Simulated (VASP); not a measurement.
SnO2, 12 atoms in the cell. Symmetry: Cm, No. 8, monoclinic system. The conventional cell has a = 5.607 Å, b = 3.237 Å, c = 4.680 Å, α = 90.00°, β = 113.54°, γ = 90.00°. Within 2.7 Å of Sn (site symmetry m) lie 6 O at 2.05 to 2.26 Å. Within 3.4 Å of O (site symmetry m) lie 4 Sn at 2.05 to 3.30 Å and 12 O at 2.59 to 3.24 Å. O (site symmetry m) has 4 Sn at 2.10 to 3.30 Å and 12 O at 2.59 to 3.24 Å within 3.4 Å.  This cell differs from its parent crystal: atoms displaced along a vibrational mode.

```yaml
Program: VASP 6.6.1
Task: single point
Functional: PBE
Dispersion: D3(BJ)
Potentials_or_basis: VASP PAW PBE potentials, release 64 (Sn_d, O)
Cutoff: 520 eV
k_mesh: 6 × 6 × 6
Occupations: gaussian, width 0.05 eV
Spin: no spin polarisation
Dipole_correction: no
Further_INCAR_settings: ALGO = Normal; EDIFF = 1e-06; NBANDS = 64
```

Potentials or basis: VASP PAW PBE potentials, release 64 (Sn_d, O).

Run with:

```bash
$ cat potpaw_PBE.64/Sn_d/POTCAR potpaw_PBE.64/O/POTCAR > POTCAR
$ mpirun -np 1 vasp_std > vasp.out
```

Hardware: 1 thread of Oxide Virtual Turin-like Processor (shared host).

Problem. How long does it take, and how much memory?

Solution. Run time: 16 min on 1 thread of Oxide Virtual Turin-like Processor, with other jobs on the host, peak memory 0.54 GiB. Counts: scf iterations 15, k points 68.
